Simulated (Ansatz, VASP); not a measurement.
**One calculation of HgTe, two programs**

The input INCAR:

```
SYSTEM = HgTe
ALGO     = Normal         ! electronic algorithm
EDIFF    = 1E-7           ! SCF threshold, eV
ENCUT    = 520            ! plane-wave cutoff, eV
GGA      = PS             ! functional
ISIF     = 2              ! what is computed and relaxed
ISMEAR   = -1             ! smearing method
LASPH    = .True.         ! aspherical terms in the spheres
LCHARG   = .False.        ! write CHGCAR
LREAL    = .False.        ! projectors in reciprocal space
LWAVE    = .False.        ! write WAVECAR
NBANDS   = 16             ! bands
NELM     = 80             ! most SCF steps
PREC     = Accurate       ! precision mode
SIGMA    = 0.05           ! smearing width, eV
```

Contents of KPOINTS:

```
k-points
0
Gamma
  7 7 7
  0 0 0
```

Contents of POSCAR:

```
HgTe
1.0
    0.0000000000      3.2807853242      3.0859200000
    3.2807853242      0.0000000000      3.0859200000
    3.2807853242      3.2807853242      0.0000000000
Hg Te
1 1
Direct
    0.0000000000      0.0000000000      0.0000000000
    0.7500000000      0.7500000000      0.7500000000
```

input.yaml

```yaml
crystal:
  lattice:
    - [0.0, 3.2807853242, 3.08592]
    - [3.2807853242, 0.0, 3.08592]
    - [3.2807853242, 3.2807853242, 0.0]
  atoms:
    - { symbol: Hg, position: [0.0, 0.0, 0.0] }
    - { symbol: Te, position: [0.75, 0.75, 0.75] }
kpoints:
  mp_grid: { grid: [7, 7, 7] }
  band_path:
    path:
      - [0.0, 0.0, 0.0]
      - [0.0, 0.5, 0.5]
      - [0.2825701678, 0.5, 0.7825701678]
      - [0.3912850839, 0.3912850839, 0.7825701678]
      - [0.0, 0.0, 0.0]
      - [-0.5, -0.5, 0.0]
      - [-0.3912850839, -0.3912850839, 0.2174298322]
      - [0.0, 0.0, 0.5]
    npoints: 10
scf:
  occupations: { method: fermi_dirac, width: 0.05 }
hamiltonian:
  xc: pbesol
  pseudopotentials: { kind: all_electron, lapw: { basis_error: 0.001 } }
output:
  forces: true
  stress: true
  eigenvalues: true
```

Change from the starting cell: strain_z_fixed_volume = -0.04.

Alike in both runs: functional PBEsol; k mesh 7 × 7 × 7; occupations fermi-dirac, width 0.05 eV; no spin polarisation.

|  | VASP | Ansatz |
| --- | --- | --- |
| version | VASP 6.6.1 | Ansatz 0.2.0 |
| potentials or method | VASP PAW PBE potentials, release 64 (Hg, Te), cutoff 520 eV | all-electron LAPW, scalar-relativistic |
| task | single point | band structure |

Ansatz gave:

* gap on the k mesh at the Fermi level (eV): 0.19
* least direct gap on the mesh (eV): 0.19
* pressure (GPa): 1.7
* traceless stress, the component that is largest in VASP (GPa): 0.51

Problem. Which values does VASP return?

Solution. gap on the k mesh at the Fermi level (eV): 0.19; least direct gap on the mesh (eV): 0.19; pressure (GPa): 1.8; traceless stress, the component that is largest in VASP (GPa): 0.51.

VASP's potentials were made for PBE, not for PBEsol. Ansatz ran all-electron here, and VASP with PAW potentials.

Neither program's run includes spin-orbit coupling.
